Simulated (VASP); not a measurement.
# Pt3S2 (P-3m1) in VASP: a series of runs

Pt3S2 is run at these levels: PBE; tasks: single point, relaxation of cell and atoms.

Everything below comes from runs of VASP 6.6.1. Logs are shortened: lines on timing, memory, paths and dates and some standing lists are left out, and cuts for length are marked.

### Step 1. The cell of the first run

The structure is trigonal, space group P-3m1 (No. 164). The conventional cell has a = 4.212 Å, b = 4.212 Å, c = 5.331 Å, α = 90.00°, β = 90.00°, γ = 120.00°. Pt (site symmetry -3m) has 6 S at 2.65 Å and 6 Pt at 3.09 Å within 3.5 Å. Pt (site symmetry 3m) has 5 S at 2.37 to 2.96 Å and 6 Pt at 2.87 to 3.09 Å within 3.1 Å. S (site symmetry 3m) has 8 Pt at 2.37 to 2.96 Å within 3.1 Å.

### Step 2. Single point, PBE

Contents of INCAR:

```
SYSTEM = Pt3S2
  PREC = Accurate
  ENCUT = 520
  EDIFF = 1E-7
  ISMEAR = 0
  SIGMA = 0.1
  LREAL = .False.
  LASPH = .True.
  NELM = 60
  ALGO = Normal
  ISIF = 2
  LWAVE = .False.
  LCHARG = .True.
  GGA = PE
  LELF = .True.
  LVHAR = .True.
  NBANDS = 29
```

Contents of KPOINTS:

```
Automatic mesh
0
Gamma
  6 6 4
  0 0 0
```

Contents of POSCAR:

```
Pt3S2
1.0
    4.2115996684      0.0000000000      0.0000000000
   -2.1057998342      3.6473523034      0.0000000000
    0.0000000000      0.0000000000      5.3314540494
Pt S
3 2
Direct
    0.0000000000      0.0000000000      0.0000000000
    0.3333333333      0.6666666667      0.6435326882
    0.6666666667      0.3333333333      0.3564673118
    0.3333333333      0.6666666667      0.1985963061
    0.6666666667      0.3333333333      0.8014036939
```

Potentials or basis: VASP PAW PBE potentials, release 64 (Pt, S).

Launch:

```console
$ cat potpaw_PBE.64/Pt/POTCAR potpaw_PBE.64/S/POTCAR > POTCAR
$ mpirun -np 1 vasp_std > vasp.out
```

OUTCAR:

```text
SYSTEM = Pt3S2
   PREC = Accurate
   ENCUT = 520
   EDIFF = 1E-7
   ISMEAR = 0
   LREAL = .False.
   LASPH = .True.
   NELM = 60
   ISIF = 2
   GGA = PE

 ion  position               nearest neighbor table
   1  0.000  0.000  0.000-   4 2.65   5 2.65   4 2.65   5 2.65   5 2.65   4 2.65   2 3.09   3 3.09
                             2 3.09   3 3.09   2 3.09   3 3.09
   2  0.333  0.667  0.644-   4 2.37   5 2.57   5 2.57   5 2.57   3 2.87   3 2.87   3 2.87   4 2.96
                             1 3.09   1 3.09   1 3.09
   3  0.667  0.333  0.356-   5 2.37   4 2.57   4 2.57   4 2.57   2 2.87   2 2.87   2 2.87   5 2.96
                             1 3.09   1 3.09   1 3.09
   4  0.333  0.667  0.199-   2 2.37   3 2.57   3 2.57   3 2.57   1 2.65   1 2.65   1 2.65   2 2.96

   5  0.667  0.333  0.801-   3 2.37   2 2.57   2 2.57   2 2.57   1 2.65   1 2.65   1 2.65   3 2.96

  LATTYP: Found a hexagonal cell.
 ALAT       =     4.2115996684
 C/A-ratio  =     1.2658976325

  Lattice vectors:

 A1 = (   4.2115996684,   0.0000000000,   0.0000000000)
 A2 = (  -2.1057998342,   3.6473523034,   0.0000000000)
 A3 = (   0.0000000000,   0.0000000000,   5.3314540494)

Analysis of symmetry for initial positions (statically):
=====================================================================
 Subroutine PRICEL returns:
 Original cell was already a primitive cell.

 Routine SETGRP: Setting up the symmetry group for a
 hexagonal supercell.

 Subroutine GETGRP returns: Found 12 space group operations
 (whereof 12 operations were pure point group operations)
 out of a pool of 24 trial point group operations.

The static configuration has the point symmetry D_3d.

Analysis of symmetry for dynamics (positions and initial velocities):
=====================================================================
 Subroutine PRICEL returns:
 Original cell was already a primitive cell.

 Routine SETGRP: Setting up the symmetry group for a
 hexagonal supercell.

 Subroutine GETGRP returns: Found 12 space group operations
 (whereof 12 operations were pure point group operations)
 out of a pool of 24 trial point group operations.

The dynamic configuration has the point symmetry D_3d.

 Subroutine INISYM returns: Found 12 space group operations
 (whereof 12 operations are pure point group operations),
 and found     1 'primitive' translations

----------------------------------------------------------------------------------------

                                     Primitive cell

[... 97 lines left out ...]
   EDIFFG = 0.1E-05   stopping-criterion for IOM
   NSW    =      0    number of steps for IOM
   IBRION =     -1    ionic relax: 0-MD 1-quasi-New 2-CG
   NFREE  =      0    steps in history (QN), initial steepest desc. (CG)
   ISIF   =      2    stress and relaxation
   ISYM   =      2    0-nonsym 1-usesym 2-fastsym
   POTIM  = 0.5000    time-step for ionic-motion
   TEBEG  =    0.0;   TEEND  =   0.0 temperature during run
   PSTRESS=    0.0 pullay stress
   NELECT =      42.0000    total number of electrons
   NUPDOWN=      -1.0000    fix difference up-down
   EMIN   =  10.00;   EMAX   =-10.00  energy-range for DOS
   EFERMI =   0.00;   METHOD = LEGACY
   ISMEAR =     0;   SIGMA  =   0.10  broadening in eV -4-tet -1-fermi 0-gaus
   EFERMI_NEDOS =   21; number of points for ismear=-14 and -15
   IALGO  =     38    algorithm
   IMIX   =      4    mixing-type and parameters
     AMIX     =   0.40;   BMIX     =  1.00
     AMIX_MAG =   1.60;   BMIX_MAG =  1.00
  volume/ion in A,a.u.               =      16.38       110.53
  Fermi-wavevector in a.u.,A,eV,Ry     =   1.310392  2.476281 23.362920  1.717126
  Thomas-Fermi vector in A             =   2.440925
   LORBIT       =      0    0 simple, 1 ext, 2 COOP (PROOUT), +10 PAW based schemes
   GGA     = PE    functional components
   LHFCALC =     F    Hartree Fock is set to
   AEXX    =    0.0000 exact exchange contribution
   IVDW    =     0    specifies the selected vdW correction
   LEPSILON=     F    determine dielectric tensor
   LRPA    =     F    only Hartree local field effects (RPA)
 non-spin polarized calculation
 Gauss-broadening in eV      SIGMA  =   0.10
  energy-cutoff  :      520.00
  volume of cell :       81.90
 maximum number of plane-waves:      2223
 NGX is ok and might be reduce to    32
   NGX = 15   NGY = 15   NGZ = 19

 number of electron      42.0000000 magnetization

 Free energy of the ion-electron system (eV)
  ---------------------------------------------------
  ext. energy  EPLUGINS =         0.00000000
  ---------------------------------------------------
  free energy    TOTEN  =       -24.90042398 eV

  energy without entropy =      -24.88088064  energy(sigma->0) =      -24.89065231

 E-fermi :   9.1551     XC(G=0): -12.0311

 val. band max:        9.1208624311   @ k =   0.1667   0.1667   0.5000
 cond. band min:       9.1707624243   @ k =   0.3333   0.0000   0.0000
 fundamental gap:      0.0498999932
 Fermi energy:         9.1551008241

 k-point     1 :       0.0000    0.0000    0.0000
  band No.  band energies     occupation
      1      -6.5753      2.00000
      2      -4.7962      2.00000
      3       1.8663      2.00000
      4       2.4214      2.00000
      5       2.4214      2.00000
      6       3.2633      2.00000
[... 757 lines left out ...]
     28      15.5175      0.00000
     29      15.5175      0.00000

------------------------ aborting loop because EDIFF is reached ----------------------------------------

  FORCE on cell =-STRESS in cart. coord.  units (eV):
  Direction    XX          YY          ZZ          XY          YZ          ZX
  --------------------------------------------------------------------------------------
  -------------------------------------------------------------------------------------
  Total       -0.1065624     -0.1065624     -0.1058484      0.0000000      0.0000000      0.0000000
  in kB       -2.0847030     -2.0847030     -2.0707353      0.0000000      0.0000000      0.0000000
  external PRESSURE =      -2.0800471 kB  Pullay stress =       0.0000000 kB

 VOLUME and BASIS-vectors are now :
 -----------------------------------------------------------------------------
  energy-cutoff  :      520.00
  volume of cell :       81.90
      direct lattice vectors                 reciprocal lattice vectors
     4.211599668  0.000000000  0.000000000     0.237439472  0.137085743  0.000000000
    -2.105799834  3.647352303  0.000000000     0.000000000  0.274171486  0.000000000
     0.000000000  0.000000000  5.331454049     0.000000000  0.000000000  0.187566092

 POSITION                                       TOTAL-FORCE (eV/Angst)
 -----------------------------------------------------------------------------------
      0.00000      0.00000      0.00000        -0.000000      0.000000      0.000000
     -0.00000      2.43157      3.43096        -0.000000      0.000000      0.017345
      2.10580      1.21578      1.90049         0.000000     -0.000000     -0.017345
     -0.00000      2.43157      1.05881        -0.000000     -0.000000     -0.000645
      2.10580      1.21578      4.27265         0.000000      0.000000      0.000645
 -----------------------------------------------------------------------------------
    total drift:                               -0.000000      0.000000      0.000000

  FREE ENERGIE OF THE ION-ELECTRON SYSTEM (eV)
  ---------------------------------------------------
  free  energy   TOTEN  =       -24.9004239804 eV

  energy  without entropy=      -24.8808806426  energy(sigma->0) =      -24.89065231
```

stdout:

```text
POSCAR found type information on POSCAR PtS
 POSCAR found :  2 types and       5 ions
 scaLAPACK will be used
 LDA part: xc-table for (Slater+PW92), standard interpolation
 POSCAR, INCAR and KPOINTS ok, starting setup
 FFT: planning ... GRIDC
 FFT: planning ... GRID_SOFT
 FFT: planning ... GRID
 WAVECAR not read
 entering main loop
```

Run time: 1.8 min. Hardware: 1 thread of Intel Xeon 8259CL, shared host; peak memory 0.18 GiB.

What came out:

```
Free energy            : -24.9004 eV
Pressure               : -0.2 GPa
Largest force          : 0.017 eV/Å
Band gap on the k mesh : zero (bands 21 and 22 overlap by 0.92 eV)
```

Forces in eV/Å, atoms in the order of the input:
```
Pt   0.000  0.000  0.000
Pt   0.000  0.000  0.017
Pt   0.000  0.000 -0.017
S    0.000  0.000 -0.001
S    0.000  0.000  0.001
```

Caveat: spin-orbit coupling is left out, which moves the levels of the heavy elements.

### Step 3. Relaxation of cell and atoms, PBE

This run uses another cell than the first one, of 17.15 Å³/atom.

Contents of INCAR:

```
SYSTEM = Pt3S2
  PREC = Accurate
  ENCUT = 600
  EDIFF = 1E-7
  ISMEAR = 0
  SIGMA = 0.1
  LREAL = .False.
  LASPH = .True.
  NELM = 100
  ALGO = Normal
  ISIF = 3
  LWAVE = .False.
  LCHARG = .False.
  GGA = PE
  IBRION = 2
  NSW = 90
  EDIFFG = -0.04
```

Contents of KPOINTS:

```
regular mesh
0
Gamma
  6 6 4
  0 0 0
```

Contents of POSCAR:

```
Pt3S2
1.0
    3.9928182475      0.0000000000      0.0000000000
   -1.9964091238      3.4578820350      0.0000000000
    0.0000000000      0.0000000000      6.2121766135
Pt S
3 2
Direct
    0.0000000000      0.0000000000      0.0000000000
    0.3333333333      0.6666666667      0.6450000000
    0.6666666667      0.3333333333      0.3550000000
    0.3333333333      0.6666666667      0.2450000000
    0.6666666667      0.3333333333      0.7550000000
```

Potentials or basis: VASP PAW PBE potentials, release 64 (Pt, S).

Launch:

```console
$ cat potpaw_PBE.64/Pt/POTCAR potpaw_PBE.64/S/POTCAR > POTCAR
$ mpirun -np 1 vasp_std > vasp.out
```

Wall time 24 min (1 thread of Intel Xeon 8259CL, shared host); peak memory 0.23 GiB.

It converged, with:

- Free energy: -24.8995 eV
- Relaxed volume: 16.37 Å³/atom
- Relaxed cell: a = 4.207 Å, b = 4.207 Å, c = 5.341 Å, α = 90.00°, β = 90.00°, γ = 120.00°
- Space group after relaxing (to 0.1 Å): P-3m1 (No. 164)
- Energy gained by relaxing: 79.6 meV/atom
- Ionic steps: 20
- Pressure after relaxing: -0.1 GPa
- Largest force after relaxing: 0.037 eV/Å
- Band gap on the k mesh: zero (bands 21 and 22 overlap by 0.90 eV)

Forces on the atoms (eV/Å):
```
Pt   0.000  0.000  0.000
Pt   0.000  0.000 -0.037
Pt   0.000  0.000  0.037
S    0.000  0.000  0.018
S    0.000  0.000 -0.018
```

Stress tensor (GPa, compression positive):
```
-0.02  0.00  0.00
 0.00 -0.02  0.00
 0.00  0.00 -0.31
```

Step by step:
```tsv
step	energy change (eV)	largest force (eV/Å)	pressure (GPa)	volume (Å³)
1	0.0000	0.6413	0.75	85.77
2	-0.1021	0.3437	-2.05	86.74
3	-0.1676	0.1112	-5.07	87.91
4	-0.2273	0.2410	-3.67	86.65
5	-0.3006	0.6184	-0.16	84.00
6	-0.3050	0.8138	1.71	82.85
7	-0.3388	0.7312	1.89	82.19
8	-0.3575	0.3961	3.80	80.12
9	-0.3663	0.4997	2.95	80.82
10	-0.3923	0.0783	-1.13	82.57
11	-0.3928	0.1239	-0.66	82.35
12	-0.3956	0.0746	-0.26	82.05
13	-0.3964	0.0573	0.12	81.78
14	-0.3967	0.0604	0.00	81.84
15	-0.3970	0.0666	-0.23	81.95
16	-0.3965	0.0772	-0.76	82.19
17	-0.3970	0.0691	-0.37	82.01
18	-0.3971	0.0662	-0.34	81.99
19	-0.3975	0.0569	-0.27	81.95
20	-0.3979	0.0371	-0.12	81.86
```

Final structure:
```yaml
crystal:
  lattice:
    - [4.20709, 0.00000, 0.00000]
    - [-2.10354, 3.64344, 0.00000]
    - [0.00000, 0.00000, 5.34064]
  atoms:
    - { symbol: Pt, position: [0.00000, 0.00000, 0.00000] }
    - { symbol: Pt, position: [0.33333, 0.66667, 0.64521] }
    - { symbol: Pt, position: [0.66667, 0.33333, 0.35479] }
    - { symbol: S, position: [0.33333, 0.66667, 0.19969] }
    - { symbol: S, position: [0.66667, 0.33333, 0.80031] }
```

Levels at points of the mesh, in eV from the Fermi level:
```csv
k point,band 17,band 18,band 19,band 20,band 21,band 22,band 23,band 24,band 25
"(0.00, 0.00, 0.00)",-1.65,-1.65,-1.41,-0.64,-0.06,-0.06,1.30,1.30,1.69
"(0.50, 0.00, 0.00)",-2.21,-1.66,-1.24,-1.15,-0.47,0.09,1.73,2.19,2.50
"(0.00, 0.00, 0.50)",-0.42,-0.42,0.14,0.14,0.14,1.72,1.72,2.19,2.94
"(0.50, 0.00, 0.50)",-1.92,-1.54,-0.95,-0.25,-0.05,0.46,1.10,2.76,3.57
```

Caveat: spin-orbit coupling is left out, which moves the levels of the heavy elements.

### Step 4. Single point, PBE

Contents of INCAR:

```
SYSTEM = Pt3S2
  ALGO = Normal
  EDIFF = 1E-6
  ENCUT = 520
  GGA = PE
  ISIF = 2
  ISMEAR = 0
  LASPH = .True.
  LCHARG = .False.
  LREAL = .False.
  LWAVE = .False.
  NBANDS = 29
  NELM = 100
  PREC = Accurate
  SIGMA = 0.1
```

Contents of KPOINTS:

```
k-points
0
Gamma
  12 12 8
  0 0 0
```

Contents of POSCAR:

```
Pt3S2
1.0
    4.1923290179      0.0000000000      0.0000000000
   -2.0961645090      3.6306634305      0.0000000000
    0.0000000000      0.0000000000      5.3848124367
Pt S
3 2
Direct
    0.0000000000      0.0000000000      0.0000000000
    0.3333333333      0.6666666667      0.6435561258
    0.6666666667      0.3333333333      0.3564438742
    0.3333333333      0.6666666667      0.2005931206
    0.6666666667      0.3333333333      0.7994068794
```

Launch:

```console
$ cat potpaw_PBE.64/Pt/POTCAR potpaw_PBE.64/S/POTCAR > POTCAR
$ mpirun -np 1 vasp_std > vasp.out
```

Run time: 7.1 min. Hardware: 1 thread of Intel Xeon 8259CL, shared host; peak memory 0.34 GiB.

It converged, with:

* Free energy: -24.9096 eV
* Pressure: -0.2 GPa
* Largest force: 0.013 eV/Å
* Band gap on the k mesh: zero (bands 21 and 22 overlap by 1.39 eV)

Forces on the atoms (eV/Å):
```
Pt   0.000  0.000  0.000
Pt   0.000  0.000  0.010
Pt   0.000  0.000 -0.010
S    0.000  0.000  0.013
S    0.000  0.000 -0.013
```

Stress tensor (GPa, compression positive):
```
-0.25  0.00  0.00
 0.00 -0.25  0.00
 0.00  0.00 -0.17
```

Levels at points of the mesh, in eV from the Fermi level:
| k point | band 19 | band 20 | band 21 | band 22 | band 23 | band 24 |
| --- | --- | --- | --- | --- | --- | --- |
| (0.00, 0.00, 0.00) | -1.40 | -0.64 | -0.04 | -0.04 | 1.35 | 1.35 |
| (0.50, 0.00, 0.00) | -1.19 | -1.12 | -0.45 | 0.15 | 1.77 | 2.21 |
| (0.00, 0.00, 0.50) | 0.19 | 0.19 | 0.20 | 1.76 | 1.76 | 2.12 |
| (0.50, 0.00, 0.50) | -0.92 | -0.22 | -0.01 | 0.45 | 1.05 | 2.71 |

Caveat: spin-orbit coupling is left out, which moves the levels of the heavy elements.

### Step 5. Overview

```tsv
task	cell	k mesh	cutoff (eV)	gap on the mesh (eV)	pressure (GPa)	largest force (eV/Å)
single point	a = 4.212, b = 4.212, c = 5.331 Å, angles 90.0, 90.0, 120.0°, 5 atoms, atomic positions A	6 × 6 × 4	520	none	-0.2	0.02
relaxation of cell and atoms	relaxed from a = 3.993, b = 3.993, c = 6.212 Å, angles 90.0, 90.0, 120.0°, 5 atoms, atomic positions B	6 × 6 × 4	600	none	-0.1	0.04
single point	a = 4.192, b = 4.192, c = 5.385 Å, angles 90.0, 90.0, 120.0°, 5 atoms, atomic positions C	12 × 12 × 8	520	none	-0.2	0.01
```

Alike in all rows: level PBE; potentials or basis VASP PAW PBE potentials, release 64 (Pt, S); no spin polarisation; smearing gaussian 0.1 eV.

Caveats: spin-orbit coupling is left out, which moves the levels of the heavy elements.

Total energies depend on the potentials used, so only differences within one code and one set of settings carry meaning.

The gap in the log of VASP goes by the Fermi energy; the results here count the filled bands.